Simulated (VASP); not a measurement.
ZnSe (Stilleite): single point with PBE

The system is ZnSe (Stilleite).

```
CELL_PARAMETERS angstrom
0.00000 2.83380 2.83380
2.83380 0.00000 2.83380
2.83380 2.83380 0.00000
ATOMIC_POSITIONS crystal
Se 0.75000 0.75000 0.75000
Zn 0.00000 0.00000 0.00000
```

```
Program                : VASP 6.6.1
Task                   : single point
Functional             : PBE
Potentials or basis    : VASP PAW PBE potentials, release 64 (Se, Zn)
Cutoff                 : 520 eV
k mesh                 : 7 × 7 × 7
Occupations            : gaussian, width 0.05 eV
Spin                   : non-collinear spin, zero start, spin-orbit coupling
Starting moments       : [[0.0, 0.0, 0.0], [0.0, 0.0, 0.0]] μB
Dipole correction      : no
Further INCAR settings : ALGO = Normal; EDIFF = 1e-07; NBANDS = 30
```

* Pressure: 2.4 GPa
* Net moment: 0.00 μB per cell
* Valence electrons inside the program's atomic spheres: Se 3.90; Zn 10.77

Moments on the atoms (μB; x, y, z):
```
Se  0.00 0.00 0.00
Zn  0.00 0.00 0.00
```

It took 2.8 min on 1 thread of AMD EPYC 7R43 64-Core Processor (Zen 3) (shared host), peak memory 0.26 GiB.
